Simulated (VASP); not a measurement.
Here is a VASP 6.6.1 calculation.

INCAR

```
SYSTEM = Cu
PREC     = Accurate       ! precision mode
ENCUT    = 520            ! plane-wave cutoff, eV
EDIFF    = 1E-7           ! SCF threshold, eV
ISMEAR   = 0              ! smearing method
SIGMA    = 0.15           ! smearing width, eV
LREAL    = .FALSE.        ! projectors in reciprocal space
LASPH    = .TRUE.         ! aspherical terms in the spheres
NELM     = 80             ! most SCF steps
ALGO     = Normal         ! electronic algorithm
ISIF     = 2              ! what is computed and relaxed
LWAVE    = .FALSE.        ! write WAVECAR
LCHARG   = .FALSE.        ! write CHGCAR
GGA      = PE             ! functional
NBANDS   = 84             ! bands
```

The input KPOINTS:

```
Automatic mesh
0
G
  4 4 1
  0 0 0
```

POSCAR

```
Cu
1.0
    5.1053110000      0.0000000000      0.0000000000
    2.5526550000      4.4213290000      0.0000000000
    0.0000000000      0.0000000000     16.1684690000
Cu
13
Direct
    0.1666667000      0.1666667000      0.0618488000
    0.6666667000      0.1666667000      0.0618488000
    0.1666667000      0.6666667000      0.0618488000
    0.6666667000      0.6666667000      0.0618488000
   -0.1658523517      0.3343863059      0.1914114954
    0.3318080043      0.3344089147      0.1914054613
   -0.1658070930      0.8320022308      0.1913944522
    0.3333783839      0.8335302231      0.1882480713
   -0.0034791943      0.0021896345      0.3180805191
    0.5019504542      0.0022662315      0.3180053193
    0.0000801532      0.5003381240      0.3256578572
    0.5018112694      0.4969626261      0.3181504158
    0.3334724941      0.8345767905      0.4334851094
```

Potentials or basis: VASP PAW PBE potentials, release 64 (Cu).

Launch:

```console
$ cat potpaw_PBE.64/Cu/POTCAR > POTCAR
$ mpirun -np 1 vasp_std > vasp.out
```

Task: Predict the band gap on the k mesh.

Result: Zero (an odd number of electrons rules out a gap without spin polarisation).

Task: What does it give for the largest force?

Result: 0.043 eV/Å.

Forces in eV/Å, atoms in the order of the input:
```
Cu   0.001 -0.008 -0.021
Cu   0.000  0.001 -0.025
Cu   0.009  0.005 -0.022
Cu  -0.008  0.005 -0.022
Cu   0.001  0.000  0.004
Cu  -0.002  0.000  0.003
Cu   0.000 -0.002  0.003
Cu   0.001  0.001 -0.003
Cu  -0.007  0.003  0.007
Cu   0.006  0.003  0.008
Cu   0.000  0.000  0.020
Cu  -0.001 -0.007  0.006
Cu  -0.001 -0.001  0.043
```

Caveat: there is no dipole correction, which matters where the two faces differ.
